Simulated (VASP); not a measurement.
# Ag (Cmcm) in VASP: further runs

The runs below take Ag through single point, with r2SCAN.

Program: VASP 6.6.1. These are calculated values, not measurements. Logs are shortened: lines on timing, memory, paths and dates and some standing lists are left out, and cuts for length are marked.

## Step 1: The cell of the first run

Symmetry: Cmcm, No. 63, orthorhombic system. Conventional cell: a = 2.930 Å, b = 5.151 Å, c = 4.790 Å, α = 90.00°, β = 90.00°, γ = 90.00°. Ag (site symmetry m2m) has 12 Ag at 2.93 to 2.96 Å within 3.9 Å.

## Step 2: Single point, r2SCAN (strain +0.0150 x Voigt [0, 1, 0, 0, 0, 0])

The input, POSCAR:

```
Ag
1.0
    2.9299980804      0.0000000000      0.0000000000
   -1.4649990402      2.5755145622      0.0000000000
    0.0000000000      0.0000000000      4.7900000000
Ag
2
Direct
    0.3333333333      0.6666666667      0.2500000000
    0.6666666667      0.3333333333      0.7500000000
```

The input, INCAR.step1:

```
PREC = Accurate ; ENCUT = 520
ISMEAR = 0 ; SIGMA = 0.15
LREAL = False ; LASPH = True
NELM = 80 ; NBANDS = 18
GGA = PE ; ALGO = Normal
EDIFF = 1E-4 ; LWAVE = True
LCHARG = False
```

The input, INCAR.step2:

```
PREC = Accurate ; ENCUT = 520
EDIFF = 1E-7 ; ISMEAR = 0
SIGMA = 0.15 ; LREAL = False
LASPH = True ; NELM = 80
ALGO = Normal ; ISIF = 2
LWAVE = False ; LCHARG = False
METAGGA = R2SCAN ; LMIXTAU = True
NBANDS = 18 ; ISTART = 1
```

The input, KPOINTS:

```
regular mesh
0
Gamma
  18 18 10
```

Potentials or basis: VASP PAW PBE potentials, release 64 (Ag).

On the command line:

```bash
cat potpaw_PBE.64/Ag/POTCAR > POTCAR
cp INCAR.step1 INCAR
mpirun -np 1 vasp_std > vasp.out
cp INCAR.step2 INCAR
mpirun -np 1 vasp_std > vasp.out
```

OUTCAR:

```text
PREC = Accurate
   ENCUT = 520
   EDIFF = 1E-7
   ISMEAR = 0
   LREAL = False
   LASPH = True
   NELM = 80
   ISIF = 2
   METAGGA = R2SCAN
   ISTART = 1

 ion  position               nearest neighbor table
   1  0.333  0.667  0.250-   2 2.94   2 2.94   2 2.94   2 2.94   2 2.95   2 2.95
   2  0.667  0.333  0.750-   1 2.94   1 2.94   1 2.94   1 2.94   1 2.95   1 2.95

  LATTYP: Found a base centered orthorhombic cell.
 ALAT       =     2.9299980804
 B/A-ratio  =     1.7580315697
 C/A-ratio  =     1.6348133577

  Lattice vectors:

 A1 = (   1.4649990402,  -2.5755145622,   0.0000000000)
 A2 = (   1.4649990402,   2.5755145622,   0.0000000000)
 A3 = (   0.0000000000,   0.0000000000,   4.7900000000)

Analysis of symmetry for initial positions (statically):
=====================================================================
 Subroutine PRICEL returns:
 Original cell was already a primitive cell.

 Routine SETGRP: Setting up the symmetry group for a
 base centered orthorhombic supercell.

 Subroutine GETGRP returns: Found  8 space group operations
 (whereof  4 operations were pure point group operations)
 out of a pool of  8 trial point group operations.

The static configuration has the point symmetry C_2h.
 The point group associated with its full space group is D_2h.

Analysis of symmetry for dynamics (positions and initial velocities):
=====================================================================
 Subroutine PRICEL returns:
 Original cell was already a primitive cell.

 Routine SETGRP: Setting up the symmetry group for a
 base centered orthorhombic supercell.

 Subroutine GETGRP returns: Found  8 space group operations
 (whereof  4 operations were pure point group operations)
 out of a pool of  8 trial point group operations.

The dynamic configuration has the point symmetry C_2h.
 The point group associated with its full space group is D_2h.

 Subroutine INISYM returns: Found  8 space group operations
 (whereof  4 operations are pure point group operations),
 and found     1 'primitive' translations

----------------------------------------------------------------------------------------

                                     Primitive cell

  volume of cell :      36.1466

  direct lattice vectors                    reciprocal lattice vectors
     2.929998080  0.000000000  0.000000000     0.341297152  0.194135963  0.000000000
[... 84 lines left out ...]
   ENCUT  =  520.0 eV  38.22 Ry    6.18 a.u.   5.45  5.51  8.91*2*pi/ulx,y,z
   NELM   =     80;   NELMIN=  2; NELMDL=  0     # of ELM steps
   EDIFF  = 0.1E-06   stopping-criterion for ELM
   LREAL  =      F    real-space projection
   EDIFFG = 0.1E-05   stopping-criterion for IOM
   NSW    =      0    number of steps for IOM
   IBRION =     -1    ionic relax: 0-MD 1-quasi-New 2-CG
   NFREE  =      0    steps in history (QN), initial steepest desc. (CG)
   ISIF   =      2    stress and relaxation
   ISYM   =      2    0-nonsym 1-usesym 2-fastsym
   POTIM  = 0.5000    time-step for ionic-motion
   TEBEG  =    0.0;   TEEND  =   0.0 temperature during run
   PSTRESS=    0.0 pullay stress
   NELECT =      22.0000    total number of electrons
   NUPDOWN=      -1.0000    fix difference up-down
   EMIN   =  10.00;   EMAX   =-10.00  energy-range for DOS
   EFERMI =   0.00;   METHOD = LEGACY
   ISMEAR =     0;   SIGMA  =   0.15  broadening in eV -4-tet -1-fermi 0-gaus
   EFERMI_NEDOS =   21; number of points for ismear=-14 and -15
   IALGO  =     38    algorithm
   IMIX   =      4    mixing-type and parameters
     AMIX     =   0.40;   BMIX     =  1.00
     AMIX_MAG =   1.60;   BMIX_MAG =  1.00
  volume/ion in A,a.u.               =      18.07       121.96
  Fermi-wavevector in a.u.,A,eV,Ry     =   1.387374  2.621756 26.188570  1.924806
  Thomas-Fermi vector in A             =   2.511601
   LORBIT       =      0    0 simple, 1 ext, 2 COOP (PROOUT), +10 PAW based schemes
   METAGGA = R2SCAN    functional components
   LHFCALC =     F    Hartree Fock is set to
   AEXX    =    0.0000 exact exchange contribution
   IVDW    =     0    specifies the selected vdW correction
   LEPSILON=     F    determine dielectric tensor
   LRPA    =     F    only Hartree local field effects (RPA)
 non-spin polarized calculation
 Gauss-broadening in eV      SIGMA  =   0.15
  energy-cutoff  :      520.00
  volume of cell :       36.15
 maximum number of plane-waves:       998
 NGX is ok and might be reduce to    24
   NGX = 11   NGY = 11   NGZ = 17

 number of electron      22.0000001 magnetization

 Free energy of the ion-electron system (eV)
  ---------------------------------------------------
  ext. energy  EPLUGINS =         0.00000000
  ---------------------------------------------------
  free energy    TOTEN  =       -42.69020137 eV

  energy without entropy =      -42.68305190  energy(sigma->0) =      -42.68662664

 E-fermi :   7.6646     XC(G=0): -12.5642

 val. band max:        7.6593387977   @ k =   0.0556   0.3333   0.4000
 cond. band min:       7.6745679646   @ k =   0.4444   0.0556   0.2000
 fundamental gap:      0.0152291669
 Fermi energy:         7.6645695579

 k-point     1 :       0.0000    0.0000    0.0000
  band No.  band energies     occupation
      1       0.1308      2.00000
      2       1.2877      2.00000
      3       2.7393      2.00000
      4       2.7424      2.00000
      5       2.8654      2.00000
      6       2.9728      2.00000
[... 481 lines left out ...]
      5       2.9083      2.00000
      6       2.9234      2.00000
[... 10 lines left out ...]
     17      23.9363      0.00000
     18      25.3125      0.00000

 [... further k-points ...]

------------------------ aborting loop because EDIFF is reached ----------------------------------------

  FORCE on cell =-STRESS in cart. coord.  units (eV):
  Direction    XX          YY          ZZ          XY          YZ          ZX
  --------------------------------------------------------------------------------------
  -------------------------------------------------------------------------------------
  Total       -0.7946953     -0.9870807     -0.7428744      0.0000000      0.0000000      0.0000000
  in kB      -35.2244613    -43.7518464    -32.9275256      0.0000000      0.0000000      0.0000000
  external PRESSURE =     -37.3012778 kB  Pullay stress =       0.0000000 kB

 VOLUME and BASIS-vectors are now :
 -----------------------------------------------------------------------------
  energy-cutoff  :      520.00
  volume of cell :       36.15
      direct lattice vectors                 reciprocal lattice vectors
     2.929998080  0.000000000  0.000000000     0.341297152  0.194135963  0.000000000
    -1.464999040  2.575514562  0.000000000     0.000000000  0.388271926  0.000000000
     0.000000000  0.000000000  4.790000000     0.000000000  0.000000000  0.208768267

 POSITION                                       TOTAL-FORCE (eV/Angst)
 -----------------------------------------------------------------------------------
     -0.00000      1.71701      1.19750         0.000000      0.014170      0.000000
      1.46500      0.85850      3.59250         0.000000     -0.014170      0.000000
 -----------------------------------------------------------------------------------
    total drift:                               -0.000000      0.000000     -0.000000

  FREE ENERGIE OF THE ION-ELECTRON SYSTEM (eV)
  ---------------------------------------------------
  free  energy   TOTEN  =       -42.6902013721 eV

  energy  without entropy=      -42.6830519010  energy(sigma->0) =      -42.68662664
```

OUTCAR.step1:

```text
PREC = Accurate
   ENCUT = 520
   ISMEAR = 0
   LREAL = False
   LASPH = True
[... 730 lines left out ...]
     -0.00000      1.71701      1.19750         0.000000      0.015360      0.000000
      1.46500      0.85850      3.59250         0.000000     -0.015360      0.000000
 -----------------------------------------------------------------------------------
    total drift:                               -0.000000      0.000000     -0.000000

  FREE ENERGIE OF THE ION-ELECTRON SYSTEM (eV)
  ---------------------------------------------------
  free  energy   TOTEN  =        -5.4274813110 eV

  energy  without entropy=       -5.4198310866  energy(sigma->0) =       -5.42365620
```

OSZICAR.step1:

```text
N       E                     dE             d eps       ncg     rms          rms(c)
DAV:   1     0.124761953560E+03    0.12476E+03   -0.11714E+04 19672   0.121E+03
DAV:   2    -0.383235032786E+01   -0.12859E+03   -0.12204E+03 20440   0.265E+02
DAV:   3    -0.588858926147E+01   -0.20562E+01   -0.20488E+01 22642   0.376E+01
DAV:   4    -0.589488595910E+01   -0.62967E-02   -0.62962E-02 21632   0.206E+00
DAV:   5    -0.589493889737E+01   -0.52938E-04   -0.52939E-04 21476   0.202E-01    0.635E+00
DAV:   6    -0.544403859492E+01    0.45090E+00   -0.11553E+00 20406   0.114E+01    0.424E+00
DAV:   7    -0.543215162300E+01    0.11887E-01   -0.13174E-02 21064   0.105E+00    0.244E+00
DAV:   8    -0.542746626368E+01    0.46854E-02   -0.11115E-03 20554   0.280E-01    0.101E-01
DAV:   9    -0.542748131097E+01   -0.15047E-04   -0.15970E-05 12170   0.307E-02
   1 F= -.54274813E+01 E0= -.54236562E+01  d E =-.765022E-02
```

Run time: 18 min. Hardware: 1 thread of Oxide Virtual Turin-like, shared host; peak memory 0.36 GiB.

What came out:

```yaml
Free_energy: -42.6902 eV
Pressure: -3.7 GPa
Largest_force: 0.014 eV/Å
Band_gap_on_the_k_mesh: zero (band 11 reaches 11.72 eV, above the bottom of band 12 at 4.00 eV)
```

Forces on the atoms (eV/Å):
```
Ag   0.000  0.014  0.000
Ag   0.000 -0.014  0.000
```

Levels at points of the mesh, in eV from the Fermi level:
```tsv
k point	band 8	band 9	band 10	band 11	band 12	band 13	band 14	band 15
(0.00, 0.00, 0.00)	-4.36	-4.34	-3.40	-3.38	-0.13	3.45	16.02	18.01
(0.50, 0.00, 0.00)	-3.28	-3.22	-3.15	0.15	1.46	7.00	7.25	9.31
(0.00, 0.50, 0.00)	-3.30	-3.20	-3.17	0.04	1.30	6.85	7.09	9.15
(0.00, 0.00, 0.50)	-4.55	-3.70	-3.70	-3.67	-3.67	11.23	11.23	16.38
(0.50, 0.00, 0.50)	-3.41	-3.19	-3.19	0.94	0.94	4.44	4.44	13.49
(0.00, 0.50, 0.50)	-3.42	-3.22	-3.22	0.82	0.82	4.25	4.25	13.88
```

Caveat: the cell differs from its parent crystal (strain +0.0150 x Voigt [0, 1, 0, 0, 0, 0]); the PAW data sets were made with another functional, which shifts forces and pressure a little.

[end of part 1 of 2]
